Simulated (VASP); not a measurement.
Here is a VASP 6.6.1 calculation.

INCAR

```
SYSTEM = SnTe
  PREC = Accurate
  ENCUT = 520
  EDIFF = 1E-8
  ISMEAR = -1
  SIGMA = 0.08
  LREAL = .False.
  LASPH = .True.
  NELM = 100
  ALGO = Normal
  ISIF = 2
  LWAVE = .False.
  LCHARG = .False.
  LEFG = .True.
  NBANDS = 17
```

File KPOINTS:

```
Automatic mesh
0
Gamma
  11 11 11
  0 0 0
```

Contents of POSCAR:

```
SnTe
1.0
    0.0631300000      3.1880650000      3.1880650000
    3.1880650000      0.0631300000      3.1880650000
    3.1880650000      3.1880650000      0.0631300000
Sn Te
1 1
Direct
    0.0000000000      0.0000000000      0.0000000000
    0.5000000000      0.5000000000      0.5000000000
```

Potentials or basis: VASP PAW LDA potentials, release 64 (Sn_d, Te).

The run is started by

```bash
$ cat potpaw_LDA.64/Sn_d/POTCAR potpaw_LDA.64/Te/POTCAR > POTCAR
$ mpirun -np 1 vasp_std > vasp.out
```

Problem. Predict the pressure.

Solution. -1.7 GPa.

Problem. Predict the band gap on the k mesh.

Solution. 0.18 eV (least direct gap 0.39 eV).

Stress tensor (GPa, compression positive):
```
-1.67 -0.34 -0.34
-0.34 -1.67 -0.34
-0.34 -0.34 -1.67
```

Caveat: the cell differs from its parent crystal (equal xy, yz and zx shear strains of +2 %); semilocal functionals underestimate gaps, and a narrow one can read as zero; without QUAD_EFG the Cq values of the log hold for a quadrupole moment of 1 mb, not for the nuclei; spin-orbit coupling is left out, which moves the levels of the heavy elements. A k mesh can miss the band edges.
